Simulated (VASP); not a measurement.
Crystal: SiGe6.

```
CELL_PARAMETERS angstrom
5.25500 3.03398 3.24333
-5.25500 3.03398 3.24333
0.00000 -6.06795 3.24333
ATOMIC_POSITIONS crystal
Si 0.12500 0.12500 0.12500
Si 0.87500 0.87500 0.87500
Ge 0.58929 0.73214 0.30357
Ge 0.83929 0.98214 0.55357
Ge 0.41071 0.26786 0.69643
Ge 0.16071 0.01786 0.44643
Ge 0.69643 0.41071 0.26786
Ge 0.44643 0.16071 0.01786
Ge 0.30357 0.58929 0.73214
Ge 0.55357 0.83929 0.98214
Ge 0.73214 0.30357 0.58929
Ge 0.98214 0.55357 0.83929
Ge 0.26786 0.69643 0.41071
Ge 0.01786 0.44643 0.16071
```

```yaml
Program: VASP 6.6.1
Task: relaxation of cell and atoms
Functional: PBE
Potentials_or_basis: VASP PAW PBE potentials, release 64 (Si, Ge_d)
Cutoff: 600 eV
k_mesh: 3 × 3 × 3
Occupations: gaussian, width 0.2 eV
Spin: no spin polarisation
```

At the start: pressure 3.5 GPa; volume 22.16 Å³/atom.

Problem. How do energy, volume and symmetry change on relaxing?

Solution. Over 7 steps the energy falls by 18.0 meV/atom and the volume is 23.31 Å³/atom (+5.2 %); space group R-3 (No. 148, to 0.1 Å) before and after.

The path:
| step | energy change (eV) | largest force (eV/Å) | pressure (GPa) | volume (Å³) |
| --- | --- | --- | --- | --- |
| 1 | 0.0000 | 0.4823 | 3.46 | 310.26 |
| 2 | -0.2072 | 0.2295 | -1.02 | 332.28 |
| 3 | -0.2165 | 0.2614 | -0.30 | 328.15 |
| 4 | -0.2391 | 0.1531 | -0.16 | 327.24 |
| 5 | -0.2491 | 0.0864 | 0.05 | 326.04 |
| 6 | -0.2492 | 0.0845 | 0.04 | 326.13 |
| 7 | -0.2521 | 0.0585 | 0.01 | 326.35 |

Final structure:
```
Si Ge
1.0
     5.34496    3.08592    3.29761
    -5.34496    3.08592    3.29761
     0.00000   -6.17183    3.29761
Si Ge
2 12
Direct
  0.12048 0.12048 0.12048
  0.87952 0.87952 0.87952
  0.59032 0.73267 0.30381
  0.84159 0.98092 0.56046
  0.40968 0.26733 0.69619
  0.15841 0.01908 0.43954
  0.69619 0.40968 0.26733
  0.43954 0.15841 0.01908
  0.30381 0.59032 0.73267
  0.56046 0.84159 0.98092
  0.73267 0.30381 0.59032
  0.98092 0.56046 0.84159
  0.26733 0.69619 0.40968
  0.01908 0.43954 0.15841
```

Caveat: the relaxation stopped at a loose force limit of 0.08 eV/Å, so its end isn't a converged minimum.
